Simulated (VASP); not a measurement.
A run of VASP 6.6.1 is set up as follows.

INCAR

```
SYSTEM = LiF
PREC = Accurate
ENCUT = 520
EDIFF = 1E-6
ISMEAR = 0
SIGMA = 0.05
LREAL = .FALSE.
LASPH = .TRUE.
NELM = 80
ALGO = Normal
ISIF = 2
LWAVE = .FALSE.
LCHARG = .FALSE.
GGA = PE
NBANDS = 18
```

File KPOINTS:

```
regular mesh
0
G
  9 9 6
  0 0 0
```

Contents of POSCAR:

```
LiF
1.0
    3.0774506209      0.0000000000      0.0000000000
   -1.5387253104      2.6651504166      0.0000000000
    0.0000000000      0.0000000000      5.0574823504
Li F
2 2
Direct
    0.3333333333      0.6666666667      0.3300704633
    0.6666666667      0.3333333333      0.8300704633
    0.3333333333      0.6666666667      0.9939266766
    0.6666666667      0.3333333333      0.4939266766
```

Potentials or basis: VASP PAW PBE potentials, release 64 (Li_sv, F).

The run is started by

```sh
$ cat potpaw_PBE.64/Li_sv/POTCAR potpaw_PBE.64/F/POTCAR > POTCAR
$ mpirun -np 1 vasp_std > vasp.out
```

Question: What does it give for the band gap on the k mesh?

Answer: 7.52 eV, direct.

Question: Predict the largest force.

Answer: 1.097 eV/Å.

Forces on the atoms (eV/Å):
```
Li   0.000  0.000  1.097
Li   0.000  0.000  1.097
F    0.000  0.000 -1.097
F    0.000  0.000 -1.097
```

Caveat: forces of over 1 eV/Å act on the atoms, so gaps and moduli don't describe the material at rest. A k mesh can miss the band edges.
